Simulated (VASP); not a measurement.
# BaTe in VASP: further runs, part 2 of 2

VASP 6.6.1.

### Step 4. Single point, HSE06 (uniaxial z strain +2.0%)

Contents of POSCAR:

```
BaTe
1.0
    0.0000000000      3.5323868452      3.6030345821
    3.5323868452      0.0000000000      3.6030345821
    3.5323868452      3.5323868452      0.0000000000
Ba Te
1 1
Direct
    0.0000000000      0.0000000000      0.0000000000
    0.5000000000      0.5000000000      0.5000000000
```

Contents of INCAR.step1:

```
SYSTEM = BaTe
PREC     = Accurate       ! precision mode
ENCUT    = 520            ! plane-wave cutoff, eV
EDIFF    = 1E-5           ! SCF threshold, eV
ISMEAR   = 0              ! smearing method
SIGMA    = 0.01           ! smearing width, eV
LREAL    = .FALSE.        ! projectors in reciprocal space
LASPH    = .TRUE.         ! aspherical terms in the spheres
NELM     = 100            ! most SCF steps
ALGO     = Normal         ! electronic algorithm
ISIF     = 2              ! what is computed and relaxed
LWAVE    = .TRUE.         ! write WAVECAR
LCHARG   = .FALSE.        ! write CHGCAR
GGA      = PE             ! functional
NBANDS   = 15             ! bands
```

Contents of INCAR.step2:

```
SYSTEM = BaTe
PREC     = Accurate       ! precision mode
ENCUT    = 520            ! plane-wave cutoff, eV
EDIFF    = 1E-7           ! SCF threshold, eV
ISMEAR   = 0              ! smearing method
SIGMA    = 0.01           ! smearing width, eV
LREAL    = .FALSE.        ! projectors in reciprocal space
LASPH    = .TRUE.         ! aspherical terms in the spheres
NELM     = 100            ! most SCF steps
ALGO     = Normal         ! electronic algorithm
ISIF     = 2              ! what is computed and relaxed
LWAVE    = .FALSE.        ! write WAVECAR
LCHARG   = .FALSE.        ! write CHGCAR
GGA      = PE             ! functional
LHFCALC  = .TRUE.         ! exact exchange
HFSCREEN = 0.2079         ! screening, 1/A
PRECFOCK = Normal       
ISTART   = 1            
NBANDS   = 15             ! bands
```

Contents of KPOINTS:

```
regular mesh
0
G
  4 4 4
  0 0 0
```

Potentials or basis: VASP PAW PBE potentials, release 64 (Ba_sv, Te).

The run is started by

```console
cat potpaw_PBE.64/Ba_sv/POTCAR potpaw_PBE.64/Te/POTCAR > POTCAR
cp INCAR.step1 INCAR
mpirun -np 1 vasp_std > vasp.out
cp INCAR.step2 INCAR
mpirun -np 1 vasp_std > vasp.out
```

OUTCAR:

```text
SYSTEM = BaTe
   PREC = Accurate
   ENCUT = 520
   EDIFF = 1E-7
   ISMEAR = 0
   LREAL = .FALSE.
   LASPH = .TRUE.
   NELM = 100
   ISIF = 2
   GGA = PE
   LHFCALC = .TRUE.
   HFSCREEN = 0.2079
   PRECFOCK = Normal
   ISTART = 1

 ion  position               nearest neighbor table
   1  0.000  0.000  0.000-   2 3.53   2 3.53   2 3.53   2 3.53   2 3.60   2 3.60
   2  0.500  0.500  0.500-   1 3.53   1 3.53   1 3.53   1 3.53   1 3.60   1 3.60

  LATTYP: Found a body centered tetragonal cell.
 ALAT       =     4.9955493840
 C/A-ratio  =     1.4424978336

  Lattice vectors:

 A1 = (  -3.5323868452,   0.0000000000,   3.6030345821)
 A2 = (   3.5323868452,   0.0000000000,   3.6030345821)
 A3 = (   0.0000000000,   3.5323868452,  -3.6030345821)

Analysis of symmetry for initial positions (statically):
=====================================================================
 Subroutine PRICEL returns:
 Original cell was already a primitive cell.

 Routine SETGRP: Setting up the symmetry group for a
 body centered tetragonal supercell.

 Subroutine GETGRP returns: Found 16 space group operations
[... 174 lines left out ...]
      4     -11.6596      2.00000
      5      -8.8087      2.00000
      6       1.4506      2.00000
      7       1.4857      2.00000
      8       1.4857      2.00000
      9       4.9211      0.00000
     10       5.1870      0.00000
     11       5.3128      0.00000
     12       5.3128      0.00000
     13       5.8298      0.00000
     14       5.8895      0.00000
[... 203 lines left out ...]
      2     -11.8018      2.00000
      3     -11.8018      2.00000
      4     -11.7840      2.00000
      5      -8.4134      2.00000
      6       0.2493      2.00000
      7       0.5010      2.00000
      8       0.5010      2.00000
      9       5.7336      0.00000
     10       5.7336      0.00000
     11       7.1278      0.00000
     12       7.4742      0.00000
     13       8.2127      0.00000
     14      10.1343      0.00000
     15      10.1867      0.00000

------------------------ aborting loop because EDIFF is reached ----------------------------------------

  FORCE on cell =-STRESS in cart. coord.  units (eV):
  Direction    XX          YY          ZZ          XY          YZ          ZX
  --------------------------------------------------------------------------------------
  -------------------------------------------------------------------------------------
  Total       -0.1180001     -0.1180001     -0.7066421      0.0000000      0.0000000      0.0000000
  in kB       -2.1026071     -2.1026071    -12.5914330      0.0000000      0.0000000      0.0000000
  external PRESSURE =      -5.5988824 kB  Pullay stress =       0.0000000 kB

 VOLUME and BASIS-vectors are now :
 -----------------------------------------------------------------------------
  energy-cutoff  :      520.00
  volume of cell :       89.92
      direct lattice vectors                 reciprocal lattice vectors
     0.000000000  3.532386845  3.603034582    -0.141547351  0.141547351  0.138771913
     3.532386845  0.000000000  3.603034582     0.141547351 -0.141547351  0.138771913
     3.532386845  3.532386845  0.000000000     0.141547351  0.141547351 -0.138771913

 POSITION                                       TOTAL-FORCE (eV/Angst)
 -----------------------------------------------------------------------------------
      0.00000      0.00000      0.00000         0.000000      0.000000     -0.000000
      3.53239      3.53239      3.60303         0.000000      0.000000      0.000000
 -----------------------------------------------------------------------------------
    total drift:                                0.000000     -0.000000      0.000001

  FREE ENERGIE OF THE ION-ELECTRON SYSTEM (eV)
  ---------------------------------------------------
  free  energy   TOTEN  =        -9.7933888031 eV

  energy  without entropy=       -9.7933888031  energy(sigma->0) =       -9.79338880
```

It took 13 min on 1 thread of Intel Xeon Platinum 8488C (Sapphire Rapids), shared host; peak memory 0.36 GiB.

What came out:

| Quantity | Value |
| --- | --- |
| Free energy | -9.7934 eV |
| Pressure | -0.6 GPa |
| Band gap on the k mesh | 2.33 eV (least direct gap 2.73 eV) |

Stress tensor (GPa, compression positive):
```
-0.21  0.00  0.00
 0.00 -0.21  0.00
 0.00  0.00 -1.26
```

Caveat: the cell differs from its parent crystal (uniaxial z strain +2.0%); the PAW data sets were made with another functional, which shifts forces and pressure a little; spin-orbit coupling is left out, which moves the levels of the heavy elements.

### Step 5. The runs side by side

```tsv
cell	gap on the mesh (eV)	pressure (GPa)
a = 4.958, b = 4.958, c = 4.896 Å, angles 60.4, 60.4, 59.2°, 2 atoms	2.20	1.2
a = 4.979 Å, angles 60.9°, 2 atoms	2.27	-0.3
a = 5.046, b = 5.046, c = 4.996 Å, angles 60.3, 60.3, 59.3°, 2 atoms	2.33	-0.6
```

Alike in all rows: task single point; level HSE06; potentials or basis VASP PAW PBE potentials, release 64 (Ba_sv, Te); no spin polarisation; k mesh 4 × 4 × 4; cutoff (eV) 520; smearing gaussian 0.01 eV.

Caveats: the PAW data sets were made with another functional, which shifts forces and pressure a little; spin-orbit coupling is left out, which moves the levels of the heavy elements.

Absolute energies hang on the potentials; compare differences alone.
